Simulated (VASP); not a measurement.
# RuS (Fm-3m) in VASP: single point with PBE

Aim: the single point of RuS with PBE.

Everything below comes from runs of VASP 6.6.1. Logs are shortened: lines on timing, memory, paths and dates and some standing lists are left out, and cuts for length are marked.

### 1 The cell of the first run

The structure is cubic, space group Fm-3m (No. 225). Conventional cell: a = 5.094 Å, b = 5.094 Å, c = 5.094 Å, α = 90.00°, β = 90.00°, γ = 90.00°. Within 3.4 Å of Ru (site symmetry m-3m) lie 6 S at 2.55 Å. S (site symmetry m-3m) has 6 Ru at 2.55 Å within 3.4 Å.

### 2 Single point, PBE

The input, INCAR:

```
SYSTEM = RuS
PREC = Accurate ; ENCUT = 500
EDIFF = 1E-6 ; ISMEAR = -1
SIGMA = 0.05 ; LREAL = .False.
LASPH = .True. ; NELM = 120
ALGO = Normal ; ISIF = 2
LWAVE = .False. ; LCHARG = .False.
GGA = PE ; NBANDS = 17
GGA_COMPAT = .False.
```

The input, KPOINTS:

```
regular mesh
0
Gamma
  9 9 9
  0 0 0
```

The input, POSCAR:

```
RuS
1.0
    0.0000000000      2.5467554600      2.5467554600
    2.5467554600      0.0000000000      2.5467554600
    2.5467554600      2.5467554600      0.0000000000
Ru S
1 1
Direct
    0.5000000000      0.5000000000      0.5000000000
    0.0000000000      0.0000000000      0.0000000000
```

Potentials or basis: VASP PAW PBE potentials, release 64 (Ru_pv, S).

Launch:

```bash
$ cat potpaw_PBE.64/Ru_pv/POTCAR potpaw_PBE.64/S/POTCAR > POTCAR
$ mpirun -np 1 vasp_std > vasp.out
```

OUTCAR:

```text
SYSTEM = RuS
   PREC = Accurate
   ENCUT = 500
   EDIFF = 1E-6
   ISMEAR = -1
   LREAL = .False.
   LASPH = .True.
   NELM = 120
   ISIF = 2
   GGA = PE

 ion  position               nearest neighbor table
   1  0.500  0.500  0.500-   2 2.55   2 2.55   2 2.55   2 2.55   2 2.55   2 2.55
   2  0.000  0.000  0.000-   1 2.55   1 2.55   1 2.55   1 2.55   1 2.55   1 2.55

  LATTYP: Found a face centered cubic cell.
 ALAT       =     5.0935109200

  Lattice vectors:

 A1 = (   0.0000000000,   2.5467554600,   2.5467554600)
 A2 = (   2.5467554600,   0.0000000000,   2.5467554600)
 A3 = (   2.5467554600,   2.5467554600,   0.0000000000)

Analysis of symmetry for initial positions (statically):
=====================================================================
 Subroutine PRICEL returns:
 Original cell was already a primitive cell.

 Routine SETGRP: Setting up the symmetry group for a
 face centered cubic supercell.

 Subroutine GETGRP returns: Found 48 space group operations
 (whereof 48 operations were pure point group operations)
 out of a pool of 48 trial point group operations.

The static configuration has the point symmetry O_h .

Analysis of symmetry for dynamics (positions and initial velocities):
=====================================================================
 Subroutine PRICEL returns:
 Original cell was already a primitive cell.

 Routine SETGRP: Setting up the symmetry group for a
 face centered cubic supercell.

 Subroutine GETGRP returns: Found 48 space group operations
 (whereof 48 operations were pure point group operations)
 out of a pool of 48 trial point group operations.

The dynamic configuration has the point symmetry O_h .

 Subroutine INISYM returns: Found 48 space group operations
 (whereof 48 operations are pure point group operations),
 and found     1 'primitive' translations

----------------------------------------------------------------------------------------

                                     Primitive cell

  volume of cell :      33.0363

  direct lattice vectors                    reciprocal lattice vectors
     0.000000000  2.546755460  2.546755460    -0.196328233  0.196328233  0.196328233
     2.546755460  0.000000000  2.546755460     0.196328233 -0.196328233  0.196328233
     2.546755460  2.546755460  0.000000000     0.196328233  0.196328233 -0.196328233

  length of vectors
     3.601656112  3.601656112  3.601656112     0.340050475  0.340050475  0.340050475

  position of ions in fractional coordinates (direct lattice)
     0.500000000  0.500000000  0.500000000
     0.000000000  0.000000000  0.000000000

  ion indices of the primitive-cell ions
   primitive index   ion index
                 1           1
                 2           2

----------------------------------------------------------------------------------------

 KPOINTS: regular mesh

Automatic generation of k-mesh.
 Grid dimensions read from file:
 generate k-points for:    9    9    9

 Generating k-lattice:

  Cartesian coordinates                     Fractional coordinates (reciprocal lattice)
    -0.021814248  0.021814248  0.021814248     0.111111111  0.000000000  0.000000000
     0.021814248 -0.021814248  0.021814248     0.000000000  0.111111111  0.000000000
     0.021814248  0.021814248 -0.021814248     0.000000000  0.000000000  0.111111111

  Length of vectors
     0.037783386  0.037783386  0.037783386

  Shift w.r.t. Gamma in fractional coordinates (k-lattice)
     0.000000000  0.000000000  0.000000000

 Subroutine IBZKPT returns following result:
 ===========================================

 Found     35 irreducible k-points:

 Following reciprocal coordinates:
            Coordinates               Weight
  0.000000  0.000000  0.000000      1.000000
  0.111111  0.000000  0.000000      8.000000
  0.222222  0.000000  0.000000      8.000000
  0.333333  0.000000  0.000000      8.000000
  0.444444  0.000000  0.000000      8.000000
  0.111111  0.111111  0.000000      6.000000
[... 16 lines left out ...]
 -0.333333  0.333333  0.000000     12.000000
  0.444444  0.444444  0.000000      6.000000
 [... further k-points ...]
   k-points           NKPTS =     35   k-points in BZ     NKDIM =     35   number of bands    NBANDS=     17
   number of dos      NEDOS =    301   number of ions     NIONS =      2
   total plane-waves  NPLWV =  21952
   dimension x,y,z NGX =    28 NGY =   28 NGZ =   28
   dimension x,y,z NGXF=    56 NGYF=   56 NGZF=   56
   ions per type =               1   1
   NGX,Y,Z   is equivalent  to a cutoff of  12.92, 12.92, 12.92 a.u.
   NGXF,Y,Z  is equivalent  to a cutoff of  25.85, 25.85, 25.85 a.u.
 SYSTEM =  RuS
   PREC   = accura    normal or accurate (medium, high low for compatibility)
   ISTART =      0    job   : 0-new  1-cont  2-samecut
   ICHARG =      2    charge: 1-file 2-atom 10-const
   ISPIN  =      1    spin polarized calculation?
   LNONCOLLINEAR =      F non collinear calculations
   LSORBIT =      F    spin-orbit coupling
   LASPH  =      T    aspherical Exc in radial PAW
   ENCUT  =  500.0 eV  36.75 Ry    6.06 a.u.   6.57  6.57  6.57*2*pi/ulx,y,z
   NELM   =    120;   NELMIN=  2; NELMDL= -5     # of ELM steps
   EDIFF  = 0.1E-05   stopping-criterion for ELM
   LREAL  =      F    real-space projection
   EDIFFG = 0.1E-04   stopping-criterion for IOM
   NSW    =      0    number of steps for IOM
   IBRION =     -1    ionic relax: 0-MD 1-quasi-New 2-CG
   NFREE  =      0    steps in history (QN), initial steepest desc. (CG)
   ISIF   =      2    stress and relaxation
   ISYM   =      2    0-nonsym 1-usesym 2-fastsym
   POTIM  = 0.5000    time-step for ionic-motion
   TEBEG  =    0.0;   TEEND  =   0.0 temperature during run
   PSTRESS=    0.0 pullay stress
   NELECT =      20.0000    total number of electrons
   NUPDOWN=      -1.0000    fix difference up-down
   EMIN   =  10.00;   EMAX   =-10.00  energy-range for DOS
   EFERMI =   0.00;   METHOD = LEGACY
   ISMEAR =    -1;   SIGMA  =   0.05  broadening in eV -4-tet -1-fermi 0-gaus
   EFERMI_NEDOS =   21; number of points for ismear=-14 and -15
   IALGO  =     38    algorithm
   IMIX   =      4    mixing-type and parameters
     AMIX     =   0.40;   BMIX     =  1.00
     AMIX_MAG =   1.60;   BMIX_MAG =  1.00
  volume/ion in A,a.u.               =      16.52       111.47
  Fermi-wavevector in a.u.,A,eV,Ry     =   1.384908  2.617097 26.095568  1.917970
  Thomas-Fermi vector in A             =   2.509368
   LORBIT       =      0    0 simple, 1 ext, 2 COOP (PROOUT), +10 PAW based schemes
   GGA     = PE    functional components
   LHFCALC =     F    Hartree Fock is set to
   AEXX    =    0.0000 exact exchange contribution
   IVDW    =     0    specifies the selected vdW correction
   LEPSILON=     F    determine dielectric tensor
   LRPA    =     F    only Hartree local field effects (RPA)
 non-spin polarized calculation
  energy-cutoff  :      500.00
  volume of cell :       33.04
 maximum number of plane-waves:       869
 NGX is ok and might be reduce to    28
   NGX = 13   NGY = 13   NGZ = 13

 number of electron      20.0000000 magnetization

 Free energy of the ion-electron system (eV)
  ---------------------------------------------------
  ext. energy  EPLUGINS =         0.00000000
  ---------------------------------------------------
  free energy    TOTEN  =       -12.50091141 eV

  energy without entropy =      -12.45117962  energy(sigma->0) =      -12.47604551

 E-fermi :   8.5535     XC(G=0): -11.7487

 val. band max:        8.5446103927   @ k =   0.4444   0.0000   0.0000
 cond. band min:       8.5958752571   @ k =   0.4444   0.3333   0.0000
 fundamental gap:      0.0512648644
 Fermi energy:         8.5535091942

 k-point     1 :       0.0000    0.0000    0.0000
  band No.  band energies     occupation
      1     -33.6394      2.00000
      2     -33.6394      2.00000
      3     -33.6394      2.00000
      4      -6.3391      2.00000
      5       6.6187      2.00000
      6       6.6187      2.00000
[... 9 lines left out ...]
     16      20.1317      0.00000
     17      20.1317      0.00000

 k-point     2 :       0.1111    0.0000    0.0000
  band No.  band energies     occupation
      1     -33.6454      2.00000
      2     -33.6402      2.00000
      3     -33.6402      2.00000
      4      -6.1991      2.00000
      5       5.3825      2.00000
      6       5.4628      2.00000
[... 9 lines left out ...]
     16      19.8181      0.00000
     17      20.7932      0.00000

 k-point     3 :       0.2222    0.0000    0.0000
  band No.  band energies     occupation
      1     -33.6607      2.00000
      2     -33.6422      2.00000
      3     -33.6422      2.00000
      4      -5.8131      2.00000
      5       3.8297      2.00000
      6       4.5193      2.00000
[... 9 lines left out ...]
     16      18.5805      0.00000
     17      21.4226      0.00000

 k-point     4 :       0.3333    0.0000    0.0000
  band No.  band energies     occupation
      1     -33.6779      2.00000
      2     -33.6444      2.00000
      3     -33.6444      2.00000
      4      -5.2982      2.00000
      5       2.4370      2.00000
      6       3.8700      2.00000
[... 9 lines left out ...]
     16      18.0112      0.00000
     17      20.6047      0.00000
[... 343 lines left out ...]
      1     -33.6794      2.00000
      2     -33.6651      2.00000
      3     -33.6545      2.00000
      4      -4.9605      2.00000
      5       2.8927      2.00000
      6       3.5078      2.00000
[... 9 lines left out ...]
     16      19.9871      0.00000
     17      20.6039      0.00000

 k-point    23 :      -0.3333    0.3333    0.0000
  band No.  band energies     occupation
      1     -33.6738      2.00000
      2     -33.6720      2.00000
      3     -33.6515      2.00000
      4      -4.8789      2.00000
      5       2.5827      2.00000
      6       3.3334      2.00000
[... 9 lines left out ...]
     16      18.9399      0.00000
     17      20.7655      0.00000

 k-point    24 :       0.4444    0.4444    0.0000
  band No.  band energies     occupation
      1     -33.6835      2.00000
      2     -33.6578      2.00000
      3     -33.6578      2.00000
      4      -5.1173      2.00000
      5       2.8686      2.00000
      6       5.2330      2.00000
[... 9 lines left out ...]
     16      20.6044      0.00000
     17      21.6396      0.00000

 [... further k-points ...]

------------------------ aborting loop because EDIFF is reached ----------------------------------------

  FORCE on cell =-STRESS in cart. coord.  units (eV):
  Direction    XX          YY          ZZ          XY          YZ          ZX
  --------------------------------------------------------------------------------------
  -------------------------------------------------------------------------------------
  Total       -2.9720114     -2.9720114     -2.9720114      0.0000000      0.0000000      0.0000000
  in kB     -144.1349541   -144.1349541   -144.1349541      0.0000000      0.0000000      0.0000000
  external PRESSURE =    -144.1349541 kB  Pullay stress =       0.0000000 kB

 VOLUME and BASIS-vectors are now :
 -----------------------------------------------------------------------------
  energy-cutoff  :      500.00
  volume of cell :       33.04
      direct lattice vectors                 reciprocal lattice vectors
     0.000000000  2.546755460  2.546755460    -0.196328233  0.196328233  0.196328233
     2.546755460  0.000000000  2.546755460     0.196328233 -0.196328233  0.196328233
     2.546755460  2.546755460  0.000000000     0.196328233  0.196328233 -0.196328233

 POSITION                                       TOTAL-FORCE (eV/Angst)
 -----------------------------------------------------------------------------------
      2.54676      2.54676      2.54676        -0.000000      0.000000     -0.000000
      0.00000      0.00000      0.00000         0.000000     -0.000000      0.000000
 -----------------------------------------------------------------------------------
    total drift:                                0.000000      0.000000      0.000000

  FREE ENERGIE OF THE ION-ELECTRON SYSTEM (eV)
  ---------------------------------------------------
  free  energy   TOTEN  =       -12.5009114101 eV

  energy  without entropy=      -12.4511796196  energy(sigma->0) =      -12.47604551
```

It took 30 s on 1 thread of Intel Xeon 8259CL, shared host; peak memory 0.17 GiB.

What came out:

| Property | Result |
| --- | --- |
| Free energy | -12.5009 eV |
| Pressure | -14.4 GPa |
| Band gap on the k mesh | zero (bands 10 and 11 overlap by 1.95 eV) |

Caveat: the cell stands under tension.

The gap in the log of VASP goes by the Fermi energy; the results here count the filled bands.